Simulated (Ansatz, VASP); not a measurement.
# One calculation of Au, two programs

```xyz
1
Lattice="0.0000 2.0790 2.0790 2.0790 0.0000 2.0790 2.0790 2.0790 0.0000" Properties=species:S:1:pos:R:3 pbc="T T T"
Au    0.0000    0.0000    0.0000
```

Alike in both runs: task single point; functional PBE; k mesh 24 × 24 × 24; occupations gaussian, width 0.15 eV; no spin polarisation.

```csv
,VASP,Ansatz
version,VASP 6.6.1,Ansatz 0.2.0
potentials or method,"VASP PAW PBE potentials, release 64 (Au), cutoff 520 eV","scalar-relativistic, plane waves, PAW"
valence electrons in the cell,11,19
```

```tsv
	VASP	Ansatz	Ansatz less VASP
gap on the k mesh at the Fermi level (eV)	none	none	-
pressure (GPa)	-0.2	0.0	+0.23
```

A gap of «none» marks a metal or a gap that the smearing closes. VASP's potentials hold 11 valence electrons a cell and Ansatz's 19, so a difference there can come from the potentials and not from the codes.

Neither program's run includes spin-orbit coupling.
